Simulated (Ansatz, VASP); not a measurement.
Sc: VASP beside Ansatz

```
CELL_PARAMETERS angstrom
0.00000 2.34226 2.34226
2.34226 0.00000 2.34226
2.34226 2.34226 0.00000
ATOMIC_POSITIONS crystal
Sc 0.00000 0.00000 0.00000
```

Change from the starting cell: volume scaled by 1.02, PAW files.

Alike in both runs: task electric field gradients; functional LDA; k mesh 13 × 13 × 13; occupations fermi-dirac, width 0.08 eV; no spin polarisation.

|  | VASP | Ansatz |
| --- | --- | --- |
| version | VASP 6.6.1 | Ansatz 0.2.0 |
| potentials or method | VASP PAW LDA potentials, release 64 (Sc_sv) | PAW with Ansatz's default frozen-core files, scalar-relativistic |
| plane-wave cutoff (eV) | 520 | 420 |
| valence electrons in the cell | 11 | 11 |

|  | VASP | Ansatz | Ansatz less VASP |
| --- | --- | --- | --- |
| pressure (GPa) | -6.3 | -6.3 | -0.03 |

LDA's correlation is that of Perdew and Zunger in VASP and of Perdew and Wang (1992) in Ansatz.
